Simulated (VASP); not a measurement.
# InP in VASP: single point with PBEsol

Aim: the single point of InP with PBEsol.

Everything below comes from runs of VASP 6.6.1. Logs are shortened: lines on timing, memory, paths and dates and some standing lists are left out, and cuts for length are marked.

## 1. The cell of the first run

The cell holds a wire or tube with vacuum around it, 16 atoms: a = 14.300 Å, b = 14.600 Å, c = 7.226 Å, α = 90.00°, β = 90.00°, γ = 90.00°.

## 2. Single point, PBEsol

Input file INCAR:

```
SYSTEM = InP
  PREC = Accurate
  ENCUT = 520
  EDIFF = 1E-6
  ISMEAR = 0
  SIGMA = 0.05
  LREAL = Auto
  LASPH = .True.
  NELM = 100
  ALGO = Normal
  ISIF = 2
  LWAVE = .False.
  LCHARG = .True.
  GGA = PS
  LELF = .True.
  LVHAR = .True.
  NBANDS = 86
```

Input file KPOINTS:

```
regular mesh
0
Gamma
  1 1 7
  0 0 0
```

Input file POSCAR:

```
InP
1.0
   14.3000000000      0.0000000000      0.0000000000
    0.0000000000     14.6000000000      0.0000000000
    0.0000000000      0.0000000000      7.2264024494
In P
8 8
Direct
    0.6691207845      0.5000000000      0.6666666667
    0.5000000000      0.6656456999      0.6666666667
    0.6195864536      0.6171291977      0.1666666667
    0.3308792155      0.5000000000      0.6666666667
    0.3804135464      0.6171291977      0.1666666667
    0.5000000000      0.3343543001      0.6666666667
    0.3804135464      0.3828708023      0.1666666667
    0.6195864536      0.3828708023      0.1666666667
    0.6430896711      0.6401494724      0.8333333333
    0.7023593535      0.5000000000      0.3333333333
    0.3569103289      0.6401494724      0.8333333333
    0.5000000000      0.6982012846      0.3333333333
    0.3569103289      0.3598505276      0.8333333333
    0.2976406465      0.5000000000      0.3333333333
    0.6430896711      0.3598505276      0.8333333333
    0.5000000000      0.3017987154      0.3333333333
```

Potentials or basis: VASP PAW PBE potentials, release 64 (In_d, P).

Started as:

```bash
$ cat potpaw_PBE.64/In_d/POTCAR potpaw_PBE.64/P/POTCAR > POTCAR
$ mpirun -np 1 vasp_std > vasp.out
```

OUTCAR:

```text
SYSTEM = InP
   PREC = Accurate
   ENCUT = 520
   EDIFF = 1E-6
   ISMEAR = 0
   LREAL = Auto
   LASPH = .True.
   NELM = 100
   ISIF = 2
   GGA = PS

 ion  position               nearest neighbor table
   1  0.669  0.500  0.667-   9 2.40  15 2.40  10 2.46   6 3.42   2 3.42
   2  0.500  0.666  0.667-   9 2.40  11 2.40  12 2.46   4 3.42   1 3.42
   3  0.620  0.617  0.167-  10 2.40  12 2.40   9 2.46   8 3.42   5 3.42
   4  0.331  0.500  0.667-  11 2.40  13 2.40  14 2.46   6 3.42   2 3.42
   5  0.380  0.617  0.167-  14 2.40  12 2.40  11 2.46   7 3.42   3 3.42
   6  0.500  0.334  0.667-  13 2.40  15 2.40  16 2.46   4 3.42   1 3.42
   7  0.380  0.383  0.167-  14 2.40  16 2.40  13 2.46   5 3.42   8 3.42
   8  0.620  0.383  0.167-  10 2.40  16 2.40  15 2.46   3 3.42   7 3.42
   9  0.643  0.640  0.833-   2 2.40   1 2.40   3 2.46
  10  0.702  0.500  0.333-   3 2.40   8 2.40   1 2.46
  11  0.357  0.640  0.833-   2 2.40   4 2.40   5 2.46
  12  0.500  0.698  0.333-   3 2.40   5 2.40   2 2.46
  13  0.357  0.360  0.833-   6 2.40   4 2.40   7 2.46
  14  0.298  0.500  0.333-   5 2.40   7 2.40   4 2.46
  15  0.643  0.360  0.833-   6 2.40   1 2.40   8 2.46
  16  0.500  0.302  0.333-   7 2.40   8 2.40   6 2.46

  LATTYP: Found a simple orthorhombic cell.
 ALAT       =     7.2264024494
 B/A-ratio  =     1.9788546376
 C/A-ratio  =     2.0203690705

  Lattice vectors:

 A1 = (   0.0000000000,   0.0000000000,   7.2264024494)
 A2 = (  14.3000000000,   0.0000000000,   0.0000000000)
 A3 = (   0.0000000000,  14.6000000000,   0.0000000000)

Analysis of symmetry for initial positions (statically):
=====================================================================
 Subroutine PRICEL returns:
 Original cell was already a primitive cell.

 Routine SETGRP: Setting up the symmetry group for a
 simple orthorhombic supercell.

 Subroutine GETGRP returns: Found  4 space group operations
 (whereof  4 operations were pure point group operations)
 out of a pool of  8 trial point group operations.

The static configuration has the point symmetry C_2v.

Analysis of symmetry for dynamics (positions and initial velocities):
=====================================================================
 Subroutine PRICEL returns:
 Original cell was already a primitive cell.

 Routine SETGRP: Setting up the symmetry group for a
 simple orthorhombic supercell.

 Subroutine GETGRP returns: Found  4 space group operations
 (whereof  4 operations were pure point group operations)
 out of a pool of  8 trial point group operations.

The dynamic configuration has the point symmetry C_2v.

 Subroutine INISYM returns: Found  4 space group operations
 (whereof  4 operations are pure point group operations),
 and found     1 'primitive' translations

----------------------------------------------------------------------------------------

                                     Primitive cell

  volume of cell :    1508.7283

  direct lattice vectors                    reciprocal lattice vectors
    14.300000000  0.000000000  0.000000000     0.069930070  0.000000000  0.000000000
     0.000000000 14.600000000  0.000000000     0.000000000  0.068493151  0.000000000
     0.000000000  0.000000000  7.226402449     0.000000000  0.000000000  0.138381443

  length of vectors
    14.300000000 14.600000000  7.226402449     0.069930070  0.068493151  0.138381443

  position of ions in fractional coordinates (direct lattice)
     0.669120785  0.500000000  0.666666667
     0.500000000  0.665645700  0.666666667
     0.619586454  0.617129198  0.166666667
     0.330879215  0.500000000  0.666666667
     0.380413546  0.617129198  0.166666667
     0.500000000  0.334354300  0.666666667
[... 8 lines left out ...]
     0.643089671  0.359850528  0.833333333
     0.500000000  0.301798715  0.333333333

  ion indices of the primitive-cell ions
   primitive index   ion index
                 1           1
                 2           2
                 3           3
                 4           4
                 5           5
                 6           6
[... 8 lines left out ...]
                15          15
                16          16

----------------------------------------------------------------------------------------

 KPOINTS: regular mesh

Automatic generation of k-mesh.
 Grid dimensions read from file:
 generate k-points for:    1    1    7

 Generating k-lattice:

  Cartesian coordinates                     Fractional coordinates (reciprocal lattice)
     0.069930070  0.000000000  0.000000000     1.000000000  0.000000000  0.000000000
     0.000000000  0.068493151  0.000000000     0.000000000  1.000000000  0.000000000
     0.000000000  0.000000000  0.019768778     0.000000000  0.000000000  0.142857143

  Length of vectors
     0.069930070  0.068493151  0.019768778

  Shift w.r.t. Gamma in fractional coordinates (k-lattice)
     0.000000000  0.000000000  0.000000000

 Subroutine IBZKPT returns following result:
 ===========================================

 Found      4 irreducible k-points:

 Following reciprocal coordinates:
            Coordinates               Weight
  0.000000  0.000000  0.000000      1.000000
  0.000000  0.000000  0.142857      2.000000
  0.000000  0.000000  0.285714      2.000000
  0.000000  0.000000  0.428571      2.000000
   k-points           NKPTS =      4   k-points in BZ     NKDIM =      4   number of bands    NBANDS=     86
   number of dos      NEDOS =    301   number of ions     NIONS =     16
   total plane-waves  NPLWV = 653184
   dimension x,y,z NGX =   108 NGY =  112 NGZ =   54
   dimension x,y,z NGXF=   216 NGYF=  224 NGZF=  108
   ions per type =               8   8
   NGX,Y,Z   is equivalent  to a cutoff of  12.56, 12.75, 12.42 a.u.
   NGXF,Y,Z  is equivalent  to a cutoff of  25.11, 25.51, 24.85 a.u.
 SYSTEM =  InP
   PREC   = accura    normal or accurate (medium, high low for compatibility)
   ISTART =      0    job   : 0-new  1-cont  2-samecut
   ICHARG =      2    charge: 1-file 2-atom 10-const
   ISPIN  =      1    spin polarized calculation?
   LNONCOLLINEAR =      F non collinear calculations
   LSORBIT =      F    spin-orbit coupling
   LASPH  =      T    aspherical Exc in radial PAW
   ENCUT  =  520.0 eV  38.22 Ry    6.18 a.u.  26.59 27.15 13.44*2*pi/ulx,y,z
   NELM   =    100;   NELMIN=  2; NELMDL= -5     # of ELM steps
   EDIFF  = 0.1E-05   stopping-criterion for ELM
   LREAL  =      T    real-space projection
   EDIFFG = 0.1E-04   stopping-criterion for IOM
   NSW    =      0    number of steps for IOM
   IBRION =     -1    ionic relax: 0-MD 1-quasi-New 2-CG
   NFREE  =      0    steps in history (QN), initial steepest desc. (CG)
   ISIF   =      2    stress and relaxation
   ISYM   =      2    0-nonsym 1-usesym 2-fastsym
   POTIM  = 0.5000    time-step for ionic-motion
   TEBEG  =    0.0;   TEEND  =   0.0 temperature during run
   PSTRESS=    0.0 pullay stress
   NELECT =     144.0000    total number of electrons
   NUPDOWN=      -1.0000    fix difference up-down
   EMIN   =  10.00;   EMAX   =-10.00  energy-range for DOS
   EFERMI =   0.00;   METHOD = LEGACY
   ISMEAR =     0;   SIGMA  =   0.05  broadening in eV -4-tet -1-fermi 0-gaus
   EFERMI_NEDOS =   21; number of points for ismear=-14 and -15
   IALGO  =     38    algorithm
   IMIX   =      4    mixing-type and parameters
     AMIX     =   0.40;   BMIX     =  1.00
     AMIX_MAG =   1.60;   BMIX_MAG =  1.00
  volume/ion in A,a.u.               =      94.30       636.34
  Fermi-wavevector in a.u.,A,eV,Ry     =   0.748156  1.413809  7.615683  0.559737
  Thomas-Fermi vector in A             =   1.844378
   LORBIT       =      0    0 simple, 1 ext, 2 COOP (PROOUT), +10 PAW based schemes
   GGA     = PS    functional components
   LHFCALC =     F    Hartree Fock is set to
   AEXX    =    0.0000 exact exchange contribution
   IVDW    =     0    specifies the selected vdW correction
   LEPSILON=     F    determine dielectric tensor
   LRPA    =     F    only Hartree local field effects (RPA)
 non-spin polarized calculation
 Gauss-broadening in eV      SIGMA  =   0.05
  energy-cutoff  :      520.00
  volume of cell :     1508.73
 maximum number of plane-waves:     40639
 NGX is ok and might be reduce to   108
   NGX = 53   NGY = 55   NGZ = 27

 number of electron     144.0000027 magnetization

 Free energy of the ion-electron system (eV)
  ---------------------------------------------------
  ext. energy  EPLUGINS =         0.00000000
  ---------------------------------------------------
  free energy    TOTEN  =       -64.19467520 eV

  energy without entropy =      -64.19467520  energy(sigma->0) =      -64.19467520

 E-fermi :  -2.3653     XC(G=0):  -3.3365

 val. band max:       -2.5992088833   @ k =   0.0000   0.0000   0.0000
 cond. band min:      -1.9073058575   @ k =   0.0000   0.0000   0.0000
 fundamental gap:      0.6919030258
 Fermi energy:        -2.3653202984

 k-point     1 :       0.0000    0.0000    0.0000
  band No.  band energies     occupation
      1     -16.9565      2.00000
      2     -16.9239      2.00000
      3     -16.9239      2.00000
      4     -16.9185      2.00000
      5     -16.9134      2.00000
      6     -16.9133      2.00000
[... 76 lines left out ...]
     83       1.6375      0.00000
     84       1.6386      0.00000

 k-point     2 :       0.0000    0.0000    0.1429
  band No.  band energies     occupation
      1     -16.9536      2.00000
      2     -16.9272      2.00000
      3     -16.9272      2.00000
      4     -16.9196      2.00000
      5     -16.9141      2.00000
      6     -16.9141      2.00000
[... 76 lines left out ...]
     83       1.6685      0.00000
     84       1.6692      0.00000

 k-point     3 :       0.0000    0.0000    0.2857
  band No.  band energies     occupation
      1     -16.9463      2.00000
      2     -16.9344      2.00000
      3     -16.9343      2.00000
      4     -16.9232      2.00000
      5     -16.9147      2.00000
      6     -16.9147      2.00000
[... 76 lines left out ...]
     83       1.4521      0.00000
     84       1.4541      0.00000

 k-point     4 :       0.0000    0.0000    0.4286
  band No.  band energies     occupation
      1     -16.9399      2.00000
      2     -16.9399      2.00000
      3     -16.9372      2.00000
      4     -16.9291      2.00000
      5     -16.9124      2.00000
      6     -16.9124      2.00000
[... 76 lines left out ...]
     83       1.2019      0.00000
     84       1.2037      0.00000
 [bands above 84 left out]

------------------------ aborting loop because EDIFF is reached ----------------------------------------

  FORCE on cell =-STRESS in cart. coord.  units (eV):
  Direction    XX          YY          ZZ          XY          YZ          ZX
  --------------------------------------------------------------------------------------
  -------------------------------------------------------------------------------------
  Total       16.4081342     16.5297237      1.1422279      0.0000000      0.0000000      0.0000000
  in kB       17.4244366     17.5535572      1.2129762      0.0000000      0.0000000      0.0000000
  external PRESSURE =      12.0636567 kB  Pullay stress =       0.0000000 kB

 VOLUME and BASIS-vectors are now :
 -----------------------------------------------------------------------------
  energy-cutoff  :      520.00
  volume of cell :     1508.73
      direct lattice vectors                 reciprocal lattice vectors
    14.300000000  0.000000000  0.000000000     0.069930070  0.000000000  0.000000000
     0.000000000 14.600000000  0.000000000     0.000000000  0.068493151  0.000000000
     0.000000000  0.000000000  7.226402449     0.000000000  0.000000000  0.138381443

 POSITION                                       TOTAL-FORCE (eV/Angst)
 -----------------------------------------------------------------------------------
      9.56843      7.30000      4.81760        -0.093689      0.000000     -0.324472
      7.15000      9.71843      4.81760        -0.000000     -0.070459     -0.330956
      8.86009      9.01009      1.20440        -0.046392     -0.054166     -0.327795
      4.73157      7.30000      4.81760         0.093689      0.000000     -0.324472
      5.43991      9.01009      1.20440         0.046392     -0.054166     -0.327795
      7.15000      4.88157      4.81760        -0.000000      0.070459     -0.330956
[... 8 lines left out ...]
      9.19618      5.25382      6.02200         1.063525     -1.060217      0.327776
      7.15000      4.40626      2.40880        -0.000000     -1.506304      0.327754
 -----------------------------------------------------------------------------------
    total drift:                                0.000000     -0.000000     -0.025219

  FREE ENERGIE OF THE ION-ELECTRON SYSTEM (eV)
  ---------------------------------------------------
  free  energy   TOTEN  =       -64.1946751989 eV

  energy  without entropy=      -64.1946751989  energy(sigma->0) =      -64.19467520
```

Wall time 21 min (1 thread of Intel Xeon Platinum 8259CL at 2.50GHz (Skylake/Cascade Lake), shared host); peak memory 1.2 GiB.

What came out:

* Free energy: -64.1947 eV
* Largest force: 1.542 eV/Å
* Band gap on the k mesh: 0.69 eV

Forces in eV/Å, atoms in the order of the input:
```
In  -0.094  0.000 -0.324
In   0.000 -0.070 -0.331
In  -0.046 -0.054 -0.328
In   0.094  0.000 -0.324
In   0.046 -0.054 -0.328
In   0.000  0.070 -0.331
In   0.046  0.054 -0.328
In  -0.046  0.054 -0.328
P    1.064  1.060  0.328
P    1.503  0.000  0.328
P   -1.064  1.060  0.328
P    0.000  1.506  0.328
P   -1.064 -1.060  0.328
P   -1.503  0.000  0.328
P    1.064 -1.060  0.328
P    0.000 -1.506  0.328
```

Levels at points of the mesh, in eV from the valence-band top:
| k point | band 69 | band 70 | band 71 | band 72 | band 73 | band 74 | band 75 | band 76 |
| --- | --- | --- | --- | --- | --- | --- | --- | --- |
| (0.00, 0.00, 0.00) | -0.29 | -0.20 | 0.00 | 0.00 | 0.69 | 1.20 | 2.56 | 2.65 |

Caveat: the PAW data sets were made with another functional, which shifts forces and pressure a little; spin-orbit coupling is left out, which moves the levels of the heavy elements.
